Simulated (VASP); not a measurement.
# NiO (Fm-3m) in VASP: single point with r2SCAN

Aim: the single point of NiO with r2SCAN.

All numbers are computed with VASP 6.6.1; they aren't measurements. Logs are shortened: lines on timing, memory, paths and dates and some standing lists are left out, and cuts for length are marked.

**1. The cell of the first run**

The structure is cubic, space group Fm-3m (No. 225). Conventional cell: a = 4.172 Å, b = 4.172 Å, c = 4.172 Å, α = 90.00°, β = 90.00°, γ = 90.00°. Within 2.8 Å of Ni (site symmetry m-3m) lie 6 O at 2.09 Å. Within 2.8 Å of O (site symmetry m-3m) lie 6 Ni at 2.09 Å.

**2. Single point, r2SCAN, collinear spin, ferromagnetic start**

Contents of POSCAR:

```
NiO
1.0
    0.0000000000      2.0859000000      2.0859000000
    2.0859000000      0.0000000000      2.0859000000
    2.0859000000      2.0859000000      0.0000000000
Ni O
1 1
Direct
    0.0000000000      0.0000000000      0.0000000000
    0.5000000000      0.5000000000      0.5000000000
```

Contents of INCAR.step1:

```
ALGO = Normal
EDIFF = 1E-5
ENCUT = 660
GGA = PE
GGA_COMPAT = False
ISMEAR = 0
ISPIN = 2
ISYM = 0
KPAR = 4
LASPH = True
LCHARG = False
LMAXMIX = 4
LREAL = False
LWAVE = True
MAGMOM = 1.5 0
NBANDS = 19
NELM = 200
PREC = Accurate
SIGMA = 0.3
```

Contents of INCAR.step2:

```
ALGO = Normal
EDIFF = 1E-6
ENCUT = 660
GGA_COMPAT = False
ISIF = 2
ISMEAR = 0
ISPIN = 2
ISTART = 1
ISYM = 0
KPAR = 4
LASPH = True
LCHARG = False
LMAXMIX = 4
LMIXTAU = True
LORBIT = 11
LREAL = False
LWAVE = False
MAGMOM = 1.5 0
METAGGA = R2SCAN
NBANDS = 19
NELM = 200
PREC = Accurate
SIGMA = 0.3
```

Contents of KPOINTS:

```
Automatic mesh
0
Gamma
  14 14 14
  0.5 0.5 0.5
```

Potentials or basis: VASP PAW PBE potentials, release 64 (Ni, O).

The run is started by

```sh
$ cat potpaw_PBE.64/Ni/POTCAR potpaw_PBE.64/O/POTCAR > POTCAR
$ cp INCAR.step1 INCAR
$ mpirun -np 4 vasp_std > vasp.out
$ cp INCAR.step2 INCAR
$ mpirun -np 4 vasp_std > vasp.out
```

OUTCAR:

```text
EDIFF = 1E-6
   ENCUT = 660
   ISIF = 2
   ISMEAR = 0
   ISPIN = 2
   ISTART = 1
   ISYM = 0
   LASPH = True
   LORBIT = 11
   LREAL = False
   METAGGA = R2SCAN
   NELM = 200
   PREC = Accurate

 ion  position               nearest neighbor table
   1  0.000  0.000  0.000-   2 2.09   2 2.09   2 2.09   2 2.09   2 2.09   2 2.09
   2  0.500  0.500  0.500-   1 2.09   1 2.09   1 2.09   1 2.09   1 2.09   1 2.09

IMPORTANT INFORMATION: All symmetrisations will be switched off!
NOSYMM: (Re-)initialisation of all symmetry stuff for point group C_1.

----------------------------------------------------------------------------------------

                                     Primitive cell

  volume of cell :      18.1514

  direct lattice vectors                    reciprocal lattice vectors
     0.000000000  2.085900000  2.085900000    -0.239704684  0.239704684  0.239704684
     2.085900000  0.000000000  2.085900000     0.239704684 -0.239704684  0.239704684
     2.085900000  2.085900000  0.000000000     0.239704684  0.239704684 -0.239704684

  length of vectors
     2.949908070  2.949908070  2.949908070     0.415180691  0.415180691  0.415180691

  position of ions in fractional coordinates (direct lattice)
     0.000000000  0.000000000  0.000000000
     0.500000000  0.500000000  0.500000000

  ion indices of the primitive-cell ions
   primitive index   ion index
                 1           1
                 2           2

----------------------------------------------------------------------------------------

 KPOINTS: Automatic mesh

Automatic generation of k-mesh.
 Grid dimensions read from file:
 generate k-points for:   14   14   14

 Generating k-lattice:

  Cartesian coordinates                     Fractional coordinates (reciprocal lattice)
    -0.017121763  0.017121763  0.017121763     0.071428571  0.000000000  0.000000000
     0.017121763 -0.017121763  0.017121763     0.000000000  0.071428571  0.000000000
     0.017121763  0.017121763 -0.017121763     0.000000000  0.000000000  0.071428571

  Length of vectors
     0.029655764  0.029655764  0.029655764

  Shift w.r.t. Gamma in fractional coordinates (k-lattice)
     0.500000000  0.500000000  0.500000000

 Subroutine IBZKPT returns following result:
 ===========================================

 Found   5488 irreducible k-points:

 Following reciprocal coordinates:
            Coordinates               Weight
  0.035714  0.035714  0.035714      2.000000
  0.035714  0.000000  0.000000      2.000000
  0.000000  0.000000 -0.035714      2.000000
  0.000000  0.035714  0.000000      2.000000
  0.107143  0.035714  0.035714      2.000000
  0.035714  0.107143  0.035714      2.000000
[... 16 lines left out ...]
  0.000000  0.142857 -0.035714      2.000000
  0.142857  0.000000 -0.035714      2.000000
 [... further k-points ...]
   k-points           NKPTS =   5488   k-points in BZ     NKDIM =   5488   number of bands    NBANDS=     19
   number of dos      NEDOS =    301   number of ions     NIONS =      2
   total plane-waves  NPLWV =  21952
   dimension x,y,z NGX =    28 NGY =   28 NGZ =   28
   dimension x,y,z NGXF=    56 NGYF=   56 NGZF=   56
   ions per type =               1   1
   NGX,Y,Z   is equivalent  to a cutoff of  15.78, 15.78, 15.78 a.u.
   NGXF,Y,Z  is equivalent  to a cutoff of  31.56, 31.56, 31.56 a.u.
 SYSTEM =  unknown system
   PREC   = accura    normal or accurate (medium, high low for compatibility)
   ISTART =      1    job   : 0-new  1-cont  2-samecut
   ICHARG =      0    charge: 1-file 2-atom 10-const
   ISPIN  =      2    spin polarized calculation?
   LNONCOLLINEAR =      F non collinear calculations
   LSORBIT =      F    spin-orbit coupling
   LASPH  =      T    aspherical Exc in radial PAW
   ENCUT  =  660.0 eV  48.51 Ry    6.96 a.u.   6.18  6.18  6.18*2*pi/ulx,y,z
   NELM   =    200;   NELMIN=  2; NELMDL=  0     # of ELM steps
   EDIFF  = 0.1E-05   stopping-criterion for ELM
   LREAL  =      F    real-space projection
   EDIFFG = 0.1E-04   stopping-criterion for IOM
   NSW    =      0    number of steps for IOM
   IBRION =     -1    ionic relax: 0-MD 1-quasi-New 2-CG
   NFREE  =      0    steps in history (QN), initial steepest desc. (CG)
   ISIF   =      2    stress and relaxation
   ISYM   =      0    0-nonsym 1-usesym 2-fastsym
   POTIM  = 0.5000    time-step for ionic-motion
   TEBEG  =    0.0;   TEEND  =   0.0 temperature during run
   PSTRESS=    0.0 pullay stress
   NELECT =      16.0000    total number of electrons
   NUPDOWN=      -1.0000    fix difference up-down
   EMIN   =  10.00;   EMAX   =-10.00  energy-range for DOS
   EFERMI =   0.00;   METHOD = LEGACY
   ISMEAR =     0;   SIGMA  =   0.30  broadening in eV -4-tet -1-fermi 0-gaus
   EFERMI_NEDOS =   21; number of points for ismear=-14 and -15
   IALGO  =     38    algorithm
   IMIX   =      4    mixing-type and parameters
     AMIX     =   0.40;   BMIX     =  1.00
     AMIX_MAG =   1.60;   BMIX_MAG =  1.00
  volume/ion in A,a.u.               =       9.08        61.25
  Fermi-wavevector in a.u.,A,eV,Ry     =   1.569681  2.966267 33.523364  2.463898
  Thomas-Fermi vector in A             =   2.671527
   LORBIT       =     11    0 simple, 1 ext, 2 COOP (PROOUT), +10 PAW based schemes
   METAGGA = R2SCAN    functional components
   LHFCALC =     F    Hartree Fock is set to
   AEXX    =    0.0000 exact exchange contribution
   IVDW    =     0    specifies the selected vdW correction
   LEPSILON=     F    determine dielectric tensor
   LRPA    =     F    only Hartree local field effects (RPA)
 spin polarized calculation
 Gauss-broadening in eV      SIGMA  =   0.30
  energy-cutoff  :      660.00
  volume of cell :       18.15
 maximum number of plane-waves:       719
 NGX is ok and might be reduce to    28
   NGX = 13   NGY = 13   NGZ = 13

 number of electron      15.9999996 magnetization       1.9987296

 Free energy of the ion-electron system (eV)
  ---------------------------------------------------
  ext. energy  EPLUGINS =         0.00000000
  ---------------------------------------------------
  free energy    TOTEN  =       -20.11616476 eV

  energy without entropy =      -20.11552063  energy(sigma->0) =      -20.11584269

 E-fermi :   7.9908     XC(G=0): -13.4290

 val. band max:        7.5561682512   @ k =   0.4643   0.4643   0.4643
 cond. band min:       8.3311124720   @ k =   0.0000   0.0357   0.0000
 fundamental gap:      0.7749442208
 Fermi energy:         7.9907726151

 spin component 1

 k-point     1 :       0.0357    0.0357    0.0357
  band No.  band energies     occupation
      1     -13.5450      1.00000
      2       3.4991      1.00000
      3       3.4992      1.00000
      4       4.3058      1.00000
      5       4.4384      1.00000
      6       4.4384      1.00000
[... 11 lines left out ...]
     18      34.7532      0.00000
     19      34.7535      0.00000

 k-point     2 :       0.0357    0.0000    0.0000
  band No.  band energies     occupation
      1     -13.5450      1.00000
      2       3.4991      1.00000
      3       3.4992      1.00000
      4       4.3058      1.00000
      5       4.4384      1.00000
      6       4.4384      1.00000
[... 11 lines left out ...]
     18      34.7532      0.00000
     19      34.7535      0.00000

 k-point     3 :       0.0000    0.0000   -0.0357
  band No.  band energies     occupation
      1     -13.5450      1.00000
      2       3.4991      1.00000
      3       3.4992      1.00000
      4       4.3058      1.00000
      5       4.4384      1.00000
      6       4.4384      1.00000
[... 11 lines left out ...]
     18      34.7532      0.00000
     19      34.7535      0.00000

 k-point     4 :       0.0000    0.0357    0.0000
  band No.  band energies     occupation
      1     -13.5450      1.00000
      2       3.4991      1.00000
      3       3.4992      1.00000
      4       4.3058      1.00000
      5       4.4384      1.00000
      6       4.4384      1.00000
[... 407 lines left out ...]
     18      37.2621      0.00000
     19      38.2595      0.00000

 k-point    23 :       0.0000    0.1429   -0.0357
  band No.  band energies     occupation
      1     -13.2889      1.00000
      2       2.5688      1.00000
      3       2.5800      1.00000
      4       3.0744      1.00000
      5       4.4290      1.00000
      6       4.5485      1.00000
[... 11 lines left out ...]
     18      37.2620      0.00000
     19      38.2597      0.00000

 k-point    24 :       0.1429    0.0000   -0.0357
  band No.  band energies     occupation
      1     -13.2889      1.00000
      2       2.5688      1.00000
      3       2.5800      1.00000
      4       3.0744      1.00000
      5       4.4290      1.00000
      6       4.5485      1.00000
[... 11 lines left out ...]
     18      37.2619      0.00000
     19      38.2597      0.00000

 [... further k-points ...]

 Fermi energy:         7.9907726151

 spin component 2

 k-point     1 :       0.0357    0.0357    0.0357
  band No.  band energies     occupation
      1     -13.0126      1.00000
      2       5.0928      1.00000
      3       5.2475      1.00000
      4       5.2477      1.00000
      5       5.4996      1.00000
      6       5.4997      1.00000
[... 11 lines left out ...]
     18      35.7599      0.00000
     19      35.7608      0.00000

 k-point     2 :       0.0357    0.0000    0.0000
  band No.  band energies     occupation
      1     -13.0126      1.00000
      2       5.0928      1.00000
      3       5.2475      1.00000
      4       5.2477      1.00000
      5       5.4996      1.00000
      6       5.4997      1.00000
[... 11 lines left out ...]
     18      35.7599      0.00000
     19      35.7608      0.00000

 k-point     3 :       0.0000    0.0000   -0.0357
  band No.  band energies     occupation
      1     -13.0126      1.00000
      2       5.0928      1.00000
      3       5.2475      1.00000
      4       5.2477      1.00000
      5       5.4996      1.00000
      6       5.4997      1.00000
[... 11 lines left out ...]
     18      35.7599      0.00000
     19      35.7608      0.00000

 k-point     4 :       0.0000    0.0357    0.0000
  band No.  band energies     occupation
      1     -13.0126      1.00000
      2       5.0928      1.00000
      3       5.2475      1.00000
      4       5.2477      1.00000
      5       5.4996      1.00000
      6       5.4997      1.00000
[... 407 lines left out ...]
     18      38.2098      0.00000
     19      39.2459      0.00000

 k-point    23 :       0.0000    0.1429   -0.0357
  band No.  band energies     occupation
      1     -12.7423      1.00000
      2       3.4424      1.00000
      3       4.4588      1.00000
      4       4.5576      1.00000
      5       5.5918      1.00000
      6       5.8593      1.00000
[... 11 lines left out ...]
     18      38.2106      0.00000
     19      39.2456      0.00000

 k-point    24 :       0.1429    0.0000   -0.0357
  band No.  band energies     occupation
      1     -12.7423      1.00000
      2       3.4424      1.00000
      3       4.4588      1.00000
      4       4.5576      1.00000
      5       5.5918      1.00000
      6       5.8593      1.00000
[... 11 lines left out ...]
     18      38.2105      0.00000
     19      39.2457      0.00000

 [... further k-points ...]

------------------------ aborting loop because EDIFF is reached ----------------------------------------

  FORCE on cell =-STRESS in cart. coord.  units (eV):
  Direction    XX          YY          ZZ          XY          YZ          ZX
  --------------------------------------------------------------------------------------
  -------------------------------------------------------------------------------------
  Total        0.2600723      0.2596755      0.2611580      0.0000150      0.0000152      0.0000151
  in kB       22.9558934     22.9208679     23.0517292      0.0013223      0.0013408      0.0013367
  external PRESSURE =      22.9761635 kB  Pullay stress =       0.0000000 kB

 VOLUME and BASIS-vectors are now :
 -----------------------------------------------------------------------------
  energy-cutoff  :      660.00
  volume of cell :       18.15
      direct lattice vectors                 reciprocal lattice vectors
     0.000000000  2.085900000  2.085900000    -0.239704684  0.239704684  0.239704684
     2.085900000  0.000000000  2.085900000     0.239704684 -0.239704684  0.239704684
     2.085900000  2.085900000  0.000000000     0.239704684  0.239704684 -0.239704684

 POSITION                                       TOTAL-FORCE (eV/Angst)
 -----------------------------------------------------------------------------------
      0.00000      0.00000      0.00000         0.000432      0.000000     -0.000000
      2.08590      2.08590      2.08590        -0.000432     -0.000000      0.000000
 -----------------------------------------------------------------------------------
    total drift:                                0.000000      0.000000     -0.000000

  FREE ENERGIE OF THE ION-ELECTRON SYSTEM (eV)
  ---------------------------------------------------
  free  energy   TOTEN  =       -20.1161647560 eV

  energy  without entropy=      -20.1155206304  energy(sigma->0) =      -20.11584269

 total charge

# of ion       s       p       d       tot
------------------------------------------
    1        0.338   0.422   8.175   8.935
    2        1.551   3.501   0.000   5.052
--------------------------------------------------
tot          1.889   3.923   8.175  13.987

 magnetization (x)

# of ion       s       p       d       tot
------------------------------------------
    1        0.011   0.012   1.668   1.692
    2        0.029   0.248   0.000   0.276
--------------------------------------------------
tot          0.040   0.260   1.668   1.968
```

Run time: 78 min. Hardware: 4 MPI ranks of Intel Xeon Platinum 8488C (Sapphire Rapids), shared host; peak memory 3.5 GiB.

What came out:

```yaml
Free_energy: -20.1162 eV
Pressure: 2.3 GPa
Band_gap_on_the_k_mesh: 0.77 eV (least direct gap 1.67 eV)
Net_moment: 2.00 μB per cell
Site_moments: Ni +1.69; O +0.28 μB
Valence_electrons_inside_the_program's_atomic_spheres: Ni 8.94; O 5.05
```

Caveat: so wide a smearing shifts energies and pressures; the PAW data sets were made with another functional, which shifts forces and pressure a little; a shifted mesh leaves out Γ, where band edges can lie; a cell with one magnetic atom can't hold antiferromagnetic order, which such compounds often take. A k mesh can miss the band edges.
